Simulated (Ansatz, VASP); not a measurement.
## One calculation of MgCd2O3, two programs

```
CELL_PARAMETERS angstrom
3.23817 0.00000 0.00000
0.00000 5.60867 0.00000
0.00000 0.00000 8.09112
ATOMIC_POSITIONS crystal
Mg 0.00000 0.00000 0.00000
Mg 0.50000 0.50000 0.00000
Cd 0.50000 0.16667 0.32323
Cd 0.00000 0.66667 0.32323
Cd 0.00000 0.33333 0.67677
Cd 0.50000 0.83333 0.67677
O 0.50000 0.16667 0.85864
O 0.00000 0.66667 0.85864
O 0.00000 0.33333 0.14136
O 0.50000 0.83333 0.14136
O 0.00000 0.00000 0.50000
O 0.50000 0.50000 0.50000
```

Alike in both runs: task single point; functional PBE; k mesh 4 × 4 × 2; occupations gaussian, width 0.1 eV; no spin polarisation.

```csv
,VASP,Ansatz
version,VASP 6.6.1,Ansatz 0.2.0
potentials or method,"VASP PAW PBE potentials, release 64 (Mg, Cd, O), cutoff 520 eV","scalar-relativistic, plane waves, PAW"
valence electrons in the cell,88,136
```

```tsv
	VASP	Ansatz	Ansatz less VASP
gap on the k mesh at the Fermi level (eV)	0.58	0.60	+0.018
least direct gap on the mesh (eV)	0.58	0.60	+0.019
pressure (GPa)	0.7	0.0	-0.78
traceless stress, the component that is largest in VASP (GPa)	-0.14	-0.08	+0.064
rms of the force components (eV/Å)	0.034	0.002	-0.0317
```

Atom by atom the forces differ by 0.033 eV/Å (rms over components). VASP's potentials hold 88 valence electrons a cell and Ansatz's 136, so a difference there can come from the potentials and not from the codes.

The k mesh is coarse, so the values compare programs but aren't converged.
